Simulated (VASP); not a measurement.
Wanted: the native input for a VASP 6.6.1 run.

```yaml
Task: single point
Functional: PBEsol
Potentials_or_basis: VASP PAW PBE potentials, release 64 (Co)
Cutoff: 520 eV
k_mesh: 15 × 15 × 10
Occupations: fermi-dirac, width 0.05 eV
Spin: collinear spin, ferromagnetic start
Starting_moments: "[1.619, 1.619] μB"
Dipole_correction: no
Further_INCAR_settings: ALGO = Normal; EDIFF = 1e-06; NBANDS = 20
```

The structure of Co lies in POSCAR:

```
Co
1.0
    2.3428857947      0.0000000000      0.0000000000
    0.0000000000      2.3428857947      0.0000000000
    0.0000000000      0.0000000000      3.3123111064
Co
2
Direct
    0.0000000000      0.0000000000      0.0000000000
    0.5000000000      0.5000000000      0.5000000000
```

This isn't the form of Co at room conditions, which is hcp.

One way to write it, as run:

INCAR

```
  PREC = Accurate
  ENCUT = 520
  EDIFF = 1E-6
  ISMEAR = -1
  SIGMA = 0.05
  LREAL = F
  LASPH = T
  NELM = 150
  ALGO = Normal
  ISIF = 2
  LWAVE = F
  LCHARG = F
  ISPIN = 2
  MAGMOM = 1.619 1.619
  LORBIT = 11
  LMAXMIX = 4
  GGA = PS
  NBANDS = 20
```

KPOINTS

```
Automatic mesh
0
Gamma
  15 15 10
```

Potentials or basis: VASP PAW PBE potentials, release 64 (Co).

The run is started by

```sh
$ cat potpaw_PBE.64/Co/POTCAR > POTCAR
$ mpirun -np 1 vasp_std > vasp.out
```

Results of the run:

```
Pressure                                              : 42.9 GPa
Net moment                                            : 2.89 μB per cell
Site moments                                          : Co +1.43 μB
Valence electrons inside the program's atomic spheres : Co 8.68
```

Caveat: the cell stands under pressure; the PAW data sets were made with another functional, which shifts forces and pressure a little.

Run time: 2.3 min on 1 thread of Intel(R) Xeon(R) Platinum 8259CL CPU @ 2.50GHz (Skylake/Cascade Lake), on a shared host, peak memory 0.22 GiB.
